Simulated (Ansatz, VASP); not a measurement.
## Sb in VASP and in Ansatz

Contents of INCAR:

```
SYSTEM = Sb
ALGO = Normal
EDIFF = 1E-7
ENCUT = 520
GGA = PE
ISIF = 2
ISMEAR = 0
IVDW = 12
LASPH = .True.
LCHARG = .False.
LREAL = .False.
LWAVE = .False.
NBANDS = 12
NELM = 60
PREC = Accurate
SIGMA = 0.15
```

The input KPOINTS:

```
k-points
0
Gamma
  18 18 10
  0 0 0
```

File POSCAR:

```
Sb
1.0
    3.2679301741      0.0000000000      0.0000000000
   -1.6339650871      2.8301105486      0.0000000000
    0.0000000000      0.0000000000      5.2500500000
Sb
2
Direct
    0.3333333333      0.6666666667      0.2500000000
    0.6666666667      0.3333333333      0.7500000000
```

Input for Ansatz:

```yaml
crystal:
  lattice:
    - [3.2679301741, 0.0, 0.0]
    - [-1.6339650871, 2.8301105486, 0.0]
    - [0.0, 0.0, 5.25005]
  atoms:
    - { symbol: Sb, position: [0.3333333333, 0.6666666667, 0.25] }
    - { symbol: Sb, position: [0.6666666667, 0.3333333333, 0.75] }
basis:
  ecutwfc: 420
kpoints:
  mp_grid: { grid: [18, 18, 10] }
hamiltonian:
  xc: pbe
  dispersion: d3bj
scf:
  occupations: { method: gaussian, width: 0.15 }
output:
  forces: true
  stress: true
  eigenvalues: true
```

Change from the starting cell: strain -0.030 along x and y, -0.015 along z, atoms carried along.

Alike in both runs: task single point; functional PBE; dispersion D3(BJ); k mesh 18 × 18 × 10; occupations gaussian, width 0.15 eV; no spin polarisation.

|  | VASP | Ansatz |
| --- | --- | --- |
| version | VASP 6.6.1 | Ansatz 0.2.0 |
| potentials or method | VASP PAW PBE potentials, release 64 (Sb), cutoff 520 eV | scalar-relativistic, plane waves, PAW |
| valence electrons in the cell | 10 | 30 |

|  | VASP | Ansatz | Ansatz less VASP |
| --- | --- | --- | --- |
| gap on the k mesh at the Fermi level (eV) | none | none | - |
| pressure (GPa) | 5.6 | 5.7 | +0.12 |
| traceless stress, the component that is largest in VASP (GPa) | 1.28 | 1.28 | +0.003 |

A gap of «none» marks a metal or a gap that the smearing closes. VASP's potentials hold 10 valence electrons a cell and Ansatz's 30, so a difference there can come from the potentials and not from the codes.

Spin-orbit coupling is off throughout.
